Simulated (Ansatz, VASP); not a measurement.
## ZnCu: VASP beside Ansatz

Contents of INCAR:

```
  PREC = Accurate
  ENCUT = 520
  EDIFF = 1E-6
  ISMEAR = 0
  SIGMA = 0.15
  LREAL = F
  LASPH = T
  NELM = 60
  ALGO = Fast
  ISIF = 2
  LWAVE = F
  LCHARG = F
  GGA = PS
  NBANDS = 18
```

File KPOINTS:

```
Automatic mesh
0
Gamma
  16 16 16
```

File POSCAR:

```
ZnCu
1.0
    2.9450000000      0.0000000000      0.0000000000
    0.0000000000      2.9450000000      0.0000000000
    0.0000000000      0.0000000000      2.8272000000
Zn Cu
1 1
Direct
    0.5000000000      0.5000000000      0.5000000000
    0.0000000000      0.0000000000      0.0000000000
```

Input for Ansatz:

```yaml
crystal:
  lattice:
    - [2.945, 0.0, 0.0]
    - [0.0, 2.945, 0.0]
    - [0.0, 0.0, 2.8272]
  atoms:
    - { symbol: Zn, position: [0.5, 0.5, 0.5] }
    - { symbol: Cu, position: [0.0, 0.0, 0.0] }
basis:
  ecutwfc: 420
kpoints:
  mp_grid: { grid: [16, 16, 16] }
hamiltonian:
  xc: pbesol
scf:
  occupations: { method: gaussian, width: 0.15 }
output:
  forces: true
  stress: true
  eigenvalues: true
  write_density: true
  write_potential: true
  elf: true
  volumetric_format: npy
```

Change from the starting cell: strain +0.000 along x and y, -0.040 along z, atoms carried along.

Alike in both runs: task single point; functional PBEsol; k mesh 16 × 16 × 16; occupations gaussian, width 0.15 eV; no spin polarisation.

|  | VASP | Ansatz |
| --- | --- | --- |
| version | VASP 6.6.1 | Ansatz 0.2.0 |
| potentials or method | VASP PAW PBE potentials, release 64 (Zn, Cu), cutoff 520 eV | scalar-relativistic, plane waves, PAW |
| valence electrons in the cell | 23 | 31 |

VASP gave:

* gap on the k mesh at the Fermi level (eV): none
* pressure (GPa): 1.5
* traceless stress, the component that is largest in VASP (GPa): 0.32

Problem. Which values does Ansatz return?

Solution. gap on the k mesh at the Fermi level (eV): none; pressure (GPa): 0.5; traceless stress, the component that is largest in VASP (GPa): 0.30.

VASP's potentials were made for PBE, not for PBEsol. A gap of «none» marks a metal or a gap that the smearing closes. The functional is the same, so the differences come from potentials, cutoffs and numerics. VASP's potentials hold 23 valence electrons a cell and Ansatz's 31, so a difference there can come from the potentials and not from the codes.
